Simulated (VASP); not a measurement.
IrPt2:

```
CELL_PARAMETERS angstrom
0.00000 2.97840 2.97840
2.97840 0.00000 2.97840
2.97840 2.97840 0.00000
ATOMIC_POSITIONS crystal
Ir 0.50000 0.50000 0.50000
Pt 0.25000 0.25000 0.25000
Pt 0.75000 0.75000 0.75000
```

The cell was built from a structure type or drawn by symmetry, and may not be a known phase.

| Property | Result |
| --- | --- |
| Program | VASP 6.6.1 |
| Task | relaxation of cell and atoms |
| Functional | PBE |
| Potentials or basis | VASP PAW PBE potentials, release 64 (Ir, Pt) |
| Cutoff | 500 eV |
| k mesh | 6 × 6 × 6 |
| Occupations | gaussian, width 0.2 eV |
| Spin | no spin polarisation |

At the start: pressure 8.5 GPa; volume 17.61 Å³/atom.

Question: Where does the relaxation end?

Answer: Over 3 steps the energy falls by 17.3 meV/atom and the volume is 18.32 Å³/atom (+4.0 %); space group Fm-3m (No. 225, to 0.1 Å) before and after.

The path:
| step | energy change (eV) | largest force (eV/Å) | pressure (GPa) | volume (Å³) |
| --- | --- | --- | --- | --- |
| 1 | 0.0000 | 0.0000 | 8.51 | 52.84 |
| 2 | 0.2286 | 0.0000 | -14.92 | 60.33 |
| 3 | -0.0519 | 0.0000 | -0.27 | 54.96 |

Final structure:
```
Ir Pt
1.0
     0.00000    3.01764    3.01764
     3.01764    0.00000    3.01764
     3.01764    3.01764    0.00000
Ir Pt
1 2
Direct
  0.50000 0.50000 0.50000
  0.25000 0.25000 0.25000
  0.75000 0.75000 0.75000
```
